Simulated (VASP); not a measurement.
# TaMo2Au2 (Cmmm) in VASP: notebook

Runs on TaMo2Au2. Level: PBE. Tasks: relaxation of cell and atoms.

Everything below comes from runs of VASP 6.6.1. Logs are shortened: lines on timing, memory, paths and dates and some standing lists are left out, and cuts for length are marked.

## 1. The cell of the first run

It takes space group Cmmm (No. 65, orthorhombic). The conventional cell has a = 4.089 Å, b = 6.787 Å, c = 7.619 Å, α = 90.00°, β = 90.00°, γ = 90.00°. Ta (site symmetry mmm) has 4 Au at 1.98 Å within 2.6 Å. Within 2.6 Å of Mo (site symmetry mm2) lie 1 Mo at 1.95 Å. Within 2.6 Å of Au (site symmetry 2/m) lie 2 Ta at 1.98 Å and 2 Au at 2.04 Å.

The cell was generated, and may not be a known phase.

## 2. Relaxation of cell and atoms, PBE

Contents of INCAR:

```
SYSTEM = TaMo2Au2
PREC = Accurate
ENCUT = 600
EDIFF = 1E-7
ISMEAR = 0
SIGMA = 0.1
LREAL = .FALSE.
LASPH = .TRUE.
NELM = 100
ALGO = Fast
ISIF = 3
LWAVE = .FALSE.
LCHARG = .FALSE.
GGA = PE
IBRION = 2
NSW = 90
EDIFFG = -0.04
```

Contents of KPOINTS:

```
Automatic mesh
0
G
  6 6 2
  0 0 0
```

Contents of POSCAR:

```
TaMo2Au2
1.0
    2.0445155100     -3.3934852700      0.0000000000
    2.0445155100      3.3934852700      0.0000000000
    0.0000000000      0.0000000000      7.6191471800
Ta Mo Au
1 2 2
Direct
    0.0000000000      0.0000000000      0.5000000000
    0.0000000000      0.0000000000      0.1281477700
    0.0000000000      0.0000000000      0.8718522300
    0.0000000000      0.5000000000      0.5000000000
    0.5000000000      0.0000000000      0.5000000000
```

Potentials or basis: VASP PAW PBE potentials, release 64 (Ta_pv, Mo_sv, Au).

Launch:

```sh
> cat potpaw_PBE.64/Ta_pv/POTCAR potpaw_PBE.64/Mo_sv/POTCAR potpaw_PBE.64/Au/POTCAR > POTCAR
> mpirun -np 1 vasp_std > vasp.out
```

OUTCAR:

```text
SYSTEM = TaMo2Au2
   PREC = Accurate
   ENCUT = 600
   EDIFF = 1E-7
   ISMEAR = 0
   LREAL = .FALSE.
   LASPH = .TRUE.
   NELM = 100
   ISIF = 3
   GGA = PE
   IBRION = 2
   NSW = 90
   EDIFFG = -0.04

 ion  position               nearest neighbor table
   1  0.000  0.000  0.500-   4 1.98   5 1.98   4 1.98   5 1.98   2 2.83   3 2.83   4 3.50   5 3.50
                             4 3.50   5 3.50
   2  0.000  0.000  0.128-   3 1.95   1 2.83   4 3.46   5 3.46   4 3.46   5 3.46
   3  0.000  0.000  0.872-   2 1.95   1 2.83   4 3.46   5 3.46   4 3.46   5 3.46
   4  0.000  0.500  0.500-   1 1.98   1 1.98   5 2.04   5 2.04   5 3.39   5 3.39   3 3.46   2 3.46
                             3 3.46   2 3.46   1 3.50   1 3.50
   5  0.500  0.000  0.500-   1 1.98   1 1.98   4 2.04   4 2.04   4 3.39   4 3.39   2 3.46   3 3.46
                             3 3.46   2 3.46   1 3.50   1 3.50

  LATTYP: Found a base centered orthorhombic cell.
 ALAT       =     4.0890310200
 B/A-ratio  =     1.6597992304
 C/A-ratio  =     1.8633136170

  Lattice vectors:

 A1 = (   2.0445155100,  -3.3934852700,   0.0000000000)
 A2 = (   2.0445155100,   3.3934852700,   0.0000000000)
 A3 = (   0.0000000000,   0.0000000000,   7.6191471800)

Analysis of symmetry for initial positions (statically):
=====================================================================
 Subroutine PRICEL returns:
 Original cell was already a primitive cell.

 Routine SETGRP: Setting up the symmetry group for a
 base centered orthorhombic supercell.

 Subroutine GETGRP returns: Found  8 space group operations
 (whereof  8 operations were pure point group operations)
 out of a pool of  8 trial point group operations.

The static configuration has the point symmetry D_2h.

Analysis of symmetry for dynamics (positions and initial velocities):
=====================================================================
 Subroutine PRICEL returns:
 Original cell was already a primitive cell.

 Routine SETGRP: Setting up the symmetry group for a
 base centered orthorhombic supercell.

 Subroutine GETGRP returns: Found  8 space group operations
 (whereof  8 operations were pure point group operations)
 out of a pool of  8 trial point group operations.

The dynamic configuration has the point symmetry D_2h.

 Subroutine INISYM returns: Found  8 space group operations
 (whereof  8 operations are pure point group operations),
 and found     1 'primitive' translations

----------------------------------------------------------------------------------------

                                     Primitive cell

  volume of cell :     105.7238

  direct lattice vectors                    reciprocal lattice vectors
     2.044515510 -3.393485270  0.000000000     0.244556717 -0.147341143  0.000000000
     2.044515510  3.393485270  0.000000000     0.244556717  0.147341143  0.000000000
     0.000000000  0.000000000  7.619147180     0.000000000  0.000000000  0.131248285

  length of vectors
     3.961790750  3.961790750  7.619147180     0.285512522  0.285512522  0.131248285

  position of ions in fractional coordinates (direct lattice)
     0.000000000  0.000000000  0.500000000
     0.000000000  0.000000000  0.128147770
     0.000000000  0.000000000  0.871852230
     0.000000000  0.500000000  0.500000000
     0.500000000  0.000000000  0.500000000

  ion indices of the primitive-cell ions
   primitive index   ion index
                 1           1
                 2           2
                 3           3
                 4           4
                 5           5

----------------------------------------------------------------------------------------

 KPOINTS: Automatic mesh

Automatic generation of k-mesh.
 Grid dimensions read from file:
 generate k-points for:    6    6    2

 Generating k-lattice:

  Cartesian coordinates                     Fractional coordinates (reciprocal lattice)
     0.040759453 -0.024556857  0.000000000     0.166666667  0.000000000  0.000000000
     0.040759453  0.024556857  0.000000000     0.000000000  0.166666667  0.000000000
     0.000000000  0.000000000  0.065624142     0.000000000  0.000000000  0.500000000

  Length of vectors
     0.047585420  0.047585420  0.065624142

  Shift w.r.t. Gamma in fractional coordinates (k-lattice)
     0.000000000  0.000000000  0.000000000

 Subroutine IBZKPT returns following result:
 ===========================================

 Found     26 irreducible k-points:

 Following reciprocal coordinates:
            Coordinates               Weight
  0.000000  0.000000  0.000000      1.000000
  0.166667 -0.000000  0.000000      4.000000
  0.333333 -0.000000  0.000000      4.000000
  0.500000  0.000000  0.000000      2.000000
  0.166667  0.166667  0.000000      2.000000
  0.333333  0.166667  0.000000      4.000000
[... 16 lines left out ...]
  0.333333  0.333333  0.500000      2.000000
  0.500000  0.333333  0.500000      4.000000
 [... further k-points ...]
   k-points           NKPTS =     26   k-points in BZ     NKDIM =     26   number of bands    NBANDS=     36
   number of dos      NEDOS =    301   number of ions     NIONS =      5
   total plane-waves  NPLWV =  65536
   dimension x,y,z NGX =    32 NGY =   32 NGZ =   64
   dimension x,y,z NGXF=    64 NGYF=   64 NGZF=  128
   ions per type =               1   2   2
   NGX,Y,Z   is equivalent  to a cutoff of  13.43, 13.43, 13.96 a.u.
   NGXF,Y,Z  is equivalent  to a cutoff of  26.86, 26.86, 27.93 a.u.
 SYSTEM =  TaMo2Au2
   PREC   = accura    normal or accurate (medium, high low for compatibility)
   ISTART =      0    job   : 0-new  1-cont  2-samecut
   ICHARG =      2    charge: 1-file 2-atom 10-const
   ISPIN  =      1    spin polarized calculation?
   LNONCOLLINEAR =      F non collinear calculations
   LSORBIT =      F    spin-orbit coupling
   LASPH  =      T    aspherical Exc in radial PAW
   ENCUT  =  600.0 eV  44.10 Ry    6.64 a.u.   7.91  7.91 15.22*2*pi/ulx,y,z
   NELM   =    100;   NELMIN=  2; NELMDL= -5     # of ELM steps
   EDIFF  = 0.1E-06   stopping-criterion for ELM
   LREAL  =      F    real-space projection
   EDIFFG = -.4E-01   stopping-criterion for IOM
   NSW    =     90    number of steps for IOM
   IBRION =      2    ionic relax: 0-MD 1-quasi-New 2-CG
   NFREE  =      1    steps in history (QN), initial steepest desc. (CG)
   ISIF   =      3    stress and relaxation
   ISYM   =      2    0-nonsym 1-usesym 2-fastsym
   POTIM  = 0.5000    time-step for ionic-motion
   TEBEG  =    0.0;   TEEND  =   0.0 temperature during run
   PSTRESS=    0.0 pullay stress
   NELECT =      61.0000    total number of electrons
   NUPDOWN=      -1.0000    fix difference up-down
   EMIN   =  10.00;   EMAX   =-10.00  energy-range for DOS
   EFERMI =   0.00;   METHOD = LEGACY
   ISMEAR =     0;   SIGMA  =   0.10  broadening in eV -4-tet -1-fermi 0-gaus
   EFERMI_NEDOS =   21; number of points for ismear=-14 and -15
   IALGO  =     68    algorithm
   IMIX   =      4    mixing-type and parameters
     AMIX     =   0.40;   BMIX     =  1.00
     AMIX_MAG =   1.60;   BMIX_MAG =  1.00
  volume/ion in A,a.u.               =      21.14       142.69
  Fermi-wavevector in a.u.,A,eV,Ry     =   1.362889  2.575487 25.272370  1.857467
  Thomas-Fermi vector in A             =   2.489340
   LORBIT       =      0    0 simple, 1 ext, 2 COOP (PROOUT), +10 PAW based schemes
   GGA     = PE    functional components
   LHFCALC =     F    Hartree Fock is set to
   AEXX    =    0.0000 exact exchange contribution
   IVDW    =     0    specifies the selected vdW correction
   LEPSILON=     F    determine dielectric tensor
   LRPA    =     F    only Hartree local field effects (RPA)
 conjugate gradient relaxation of ions
 non-spin polarized calculation
 RMM-DIIS sequential band-by-band and
 Gauss-broadening in eV      SIGMA  =   0.10
  energy-cutoff  :      600.00
  volume of cell :      105.72
 maximum number of plane-waves:      3550
   NGX = 15   NGY = 15   NGZ = 31

--------------------------------------- Ionic step        1  -------------------------------------------

 number of electron      61.0000000 magnetization

 Free energy of the ion-electron system (eV)
  ---------------------------------------------------
  ext. energy  EPLUGINS =         0.00000000
  ---------------------------------------------------
  free energy    TOTEN  =        -3.32192062 eV

  energy without entropy =       -3.30900678  energy(sigma->0) =       -3.31546370

 E-fermi :   7.8226     XC(G=0): -10.9395

 val. band max:        7.7716281951   @ k =   0.5000   0.1667   0.5000
 cond. band min:       7.8321732685   @ k =   0.5000   0.5000   0.0000
 fundamental gap:      0.0605450734
 Fermi energy:         7.8225944562
[... 974 lines left out ...]
--------------------------------------- Ionic step        2  -------------------------------------------

 number of electron      60.9999906 magnetization

------------------------ aborting loop EDIFF was not reached (unconverged)  ----------------------------

  FORCE on cell =-STRESS in cart. coord.  units (eV):
  Direction    XX          YY          ZZ          XY          YZ          ZX
  --------------------------------------------------------------------------------------
  -------------------------------------------------------------------------------------
  Total     -282.1419703   -260.9281245    -23.0537547     -0.0000000      0.0000000      0.0000000
  in kB     -805.7223303   -745.1412362    -65.8353841     -0.0000000      0.0000000      0.0000000
  external PRESSURE =    -538.8996502 kB  Pullay stress =       0.0000000 kB
[... 26 lines left out ...]
--------------------------------------- Ionic step        3  -------------------------------------------

 number of electron      61.0000003 magnetization

------------------------ aborting loop EDIFF was not reached (unconverged)  ----------------------------

  FORCE on cell =-STRESS in cart. coord.  units (eV):
  Direction    XX          YY          ZZ          XY          YZ          ZX
  --------------------------------------------------------------------------------------
  -------------------------------------------------------------------------------------
  Total       -8.3870501    -13.8810117      1.9723859      0.0000000      0.0000000      0.0000000
  in kB      -45.9549181    -76.0578212     10.8072363      0.0000000      0.0000000      0.0000000
  external PRESSURE =     -37.0685010 kB  Pullay stress =       0.0000000 kB
[... 966 lines left out ...]
     35       0.1976      0.00000
     36       1.0117      0.00000

 [... further k-points ...]

[... ionic steps 4 to 16 ...]

--------------------------------------- Ionic step       17  -------------------------------------------

 number of electron      60.9999997 magnetization

------------------------ aborting loop because EDIFF is reached ----------------------------------------
[... 73 lines left out ...]
--------------------------------------- Ionic step       19  -------------------------------------------

 number of electron      60.9999997 magnetization

 Free energy of the ion-electron system (eV)
  ---------------------------------------------------
  ext. energy  EPLUGINS =         0.00000000
  ---------------------------------------------------
  free energy    TOTEN  =       -29.76808804 eV

  energy without entropy =      -29.74028325  energy(sigma->0) =      -29.75418565

 E-fermi :   2.3518     XC(G=0):  -8.4728

 val. band max:        2.3355787684   @ k =   0.3333   0.1667   0.0000
 cond. band min:       2.3557018311   @ k =   0.3333   0.1667   0.5000
 fundamental gap:      0.0201230627
 Fermi energy:         2.3518311944
[... 968 lines left out ...]
  FREE ENERGIE OF THE ION-ELECTRON SYSTEM (eV)
  ---------------------------------------------------
  free  energy   TOTEN  =       -29.7680880439 eV

  energy  without entropy=      -29.7402832503  energy(sigma->0) =      -29.75418565

 reached required accuracy - stopping structural energy minimisation
```

It took 69 min on 1 thread of Intel Xeon Platinum 8259CL at 2.50GHz (Skylake/Cascade Lake), shared host; peak memory 0.35 GiB.

What came out:

```yaml
Free_energy: -29.7681 eV
Relaxed_volume: 34.88 Å³/atom
Relaxed_cell: a = 5.209 Å, b = 5.209 Å, c = 7.265 Å, α = 90.00°, β = 90.00°, γ = 117.78°
Space_group_after_relaxing_to_0.1_Å: Cmmm (No. 65)
Pressure_after_relaxing: -0.1 GPa
Largest_force_after_relaxing: 0.007 eV/Å
Band_gap_on_the_k_mesh: zero (an odd number of electrons rules out a gap without spin polarisation)
```

Forces in eV/Å, atoms in the order of the input:
```
Ta   0.000  0.000  0.000
Mo   0.000  0.000  0.007
Mo   0.000  0.000 -0.007
Au   0.000  0.000  0.000
Au   0.000  0.000  0.000
```

Stress tensor (GPa, compression positive):
```
-0.14  0.00  0.00
 0.00  0.02  0.00
 0.00  0.00 -0.07
```

Final structure:
```xyz
5
Lattice="2.6913 -4.4600 0.0000 2.6913 4.4600 0.0000 0.0000 0.0000 7.2651" Properties=species:S:1:pos:R:3 pbc="T T T"
Ta    0.0000    0.0000    3.6326
Mo    0.0000    0.0000    0.9991
Mo    0.0000    0.0000    6.2661
Au    1.3456    2.2300    3.6326
Au    1.3456   -2.2300    3.6326
```

Caveat: the k points lie up to 0.43 Å⁻¹ apart in the final cell, too coarse for converged energies and pressures of a metal; the volume moved by over 15 % at a fixed basis, so the end points are rough; atoms lie so close that the PAW spheres overlap strongly, which falsifies energies and pressures; spin-orbit coupling is left out, which moves the levels of the heavy elements.

## 3. Relaxation of cell and atoms, PBE

This run uses another cell than the first one, of 35.48 Å³/atom.

Contents of INCAR:

```
ALGO = Fast ; EDIFF = 1E-6
EDIFFG = -0.04 ; ENCUT = 600
GGA = PE ; IBRION = 2
ISIF = 3 ; ISMEAR = 0
LASPH = T ; LCHARG = F
LREAL = F ; LWAVE = F
NELM = 80 ; NSW = 90
PREC = Accurate ; SIGMA = 0.1
```

Contents of KPOINTS:

```
k-points
0
Gamma
  4 4 4
```

Contents of POSCAR:

```
TaMo2Au2
1.0
    2.6974415347     -4.4450690353      0.0000000000
    2.6974415347      4.4450690353      0.0000000000
    0.0000000000      0.0000000000      7.3969580575
Ta Mo Au
1 2 2
Direct
    0.0000000000      0.0000000000      0.5000000000
    0.0000000000      0.0000000000      0.1314375124
    0.0000000000      0.0000000000      0.8685624876
    0.0000000000      0.5000000000      0.5000000000
    0.5000000000      0.0000000000      0.5000000000
```

Potentials or basis: VASP PAW PBE potentials, release 64 (Ta_pv, Mo_sv, Au).

Launch:

```sh
> cat potpaw_PBE.64/Ta_pv/POTCAR potpaw_PBE.64/Mo_sv/POTCAR potpaw_PBE.64/Au/POTCAR > POTCAR
> mpirun -np 1 vasp_std > vasp.out
```

It took 13 min on 1 thread of Intel Xeon Platinum 8259CL at 2.50GHz (Skylake/Cascade Lake), shared host; peak memory 0.45 GiB.

The run converged. Its results:

```
Free energy                           : -29.6907 eV
Relaxed volume                        : 35.57 Å³/atom
Relaxed cell                          : a = 5.172 Å, b = 5.172 Å, c = 7.476 Å, α = 90.00°, β = 90.00°, γ = 117.22°
Space group after relaxing (to 0.1 Å) : Cmmm (No. 65)
Energy gained by relaxing             : 1.6 meV/atom
Ionic steps                           : 6
Pressure after relaxing               : 0.1 GPa
Largest force after relaxing          : 0.023 eV/Å
Band gap on the k mesh                : zero (an odd number of electrons rules out a gap without spin polarisation)
```

Forces in eV/Å, atoms in the order of the input:
```
Ta   0.000  0.000  0.000
Mo   0.000  0.000 -0.023
Mo   0.000  0.000  0.023
Au   0.000  0.000  0.000
Au   0.000  0.000  0.000
```

Step by step:
```
step  energy change (eV)  largest force (eV/Å)  pressure (GPa)  volume (Å³)
   1              0.0000                0.0442            0.05       177.38
   2              0.0056                0.9480           -0.50       177.65
   3             -0.0032                0.3443           -0.17       177.49
   4             -0.0070                0.0051            0.31       176.98
   5             -0.0071                0.0404            0.24       177.04
   6             -0.0080                0.0228            0.07       177.86
```

Final structure:
```xyz
5
Lattice="2.6940 -4.4151 0.0000 2.6940 4.4151 0.0000 0.0000 0.0000 7.4764" Properties=species:S:1:pos:R:3 pbc="T T T"
Ta    0.0000    0.0000    3.7382
Mo    5.3881    0.0000    0.9715
Mo    0.0000    0.0000    6.5049
Au    1.3470    2.2076    3.7382
Au    1.3470   -2.2076    3.7382
```

Levels at points of the mesh, in eV from the Fermi level:
```
           k point  band 26  band 27  band 28  band 29  band 30  band 31  band 32  band 33  band 34  band 35
(0.00, 0.00, 0.00)    -0.91    -0.68    -0.63    -0.48     0.49     1.09     1.22     1.33     1.42     1.85
(0.50, 0.00, 0.00)    -2.42    -1.07    -0.82    -0.60    -0.50     0.01     0.71     0.87     1.44     1.46
(0.50, 0.50, 0.00)    -2.26    -1.44    -1.43    -0.71    -0.58    -0.46    -0.14    -0.12     1.25     1.51
(0.00, 0.00, 0.50)    -1.82    -0.77    -0.67    -0.64     0.96     1.11     1.20     1.41     1.71     1.82
(0.50, 0.00, 0.50)    -2.43    -1.26    -1.00    -0.48    -0.31    -0.11    -0.04     1.14     1.42     1.47
(0.50, 0.50, 0.50)    -2.39    -1.22    -0.83    -0.65    -0.55    -0.44    -0.43     0.29     0.39     1.42
```

Caveat: atoms lie so close that the PAW spheres overlap strongly, which falsifies energies and pressures; spin-orbit coupling is left out, which moves the levels of the heavy elements.

The gap in the log of VASP goes by the Fermi energy; the results here count the filled bands.